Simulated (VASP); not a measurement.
Here is a VASP 6.6.1 calculation.

INCAR

```
ALGO = Normal
EDIFF = 1E-6
ENCUT = 520
GGA = PS
ISIF = 2
ISMEAR = -1
LASPH = T
LCHARG = F
LREAL = F
LWAVE = F
NBANDS = 37
NELM = 80
PREC = Accurate
SIGMA = 0.1
```

KPOINTS

```
k-points
0
Gamma
  10 10 6
```

POSCAR

```
BiMo
1.0
    2.4712407138      0.0000000000      0.0000000000
   -1.2356203569      2.1401572370      0.0000000000
    0.0000000000      0.0000000000      8.2700647145
Mo Bi
2 2
Direct
    0.3333333333      0.6666666667      0.0545955848
    0.6666666667      0.3333333333      0.5545955848
    0.3333333333      0.6666666667      0.3214044152
    0.6666666667      0.3333333333      0.8214044152
```

Potentials or basis: VASP PAW PBE potentials, release 64 (Mo_sv, Bi_d).

The run is started by

```sh
$ cat potpaw_PBE.64/Mo_sv/POTCAR potpaw_PBE.64/Bi_d/POTCAR > POTCAR
$ mpirun -np 1 vasp_std > vasp.out
```

Task: What does it give for the largest force?

Result: 0.035 eV/Å.

Task: What does it give for the pressure?

Result: 402.8 GPa.

Stress tensor (GPa, compression positive):
```
402.14   0.00   0.00
  0.00 402.14   0.00
  0.00   0.00 403.99
```

Caveat: the cell stands under pressure; the PAW data sets were made with another functional, which shifts forces and pressure a little.
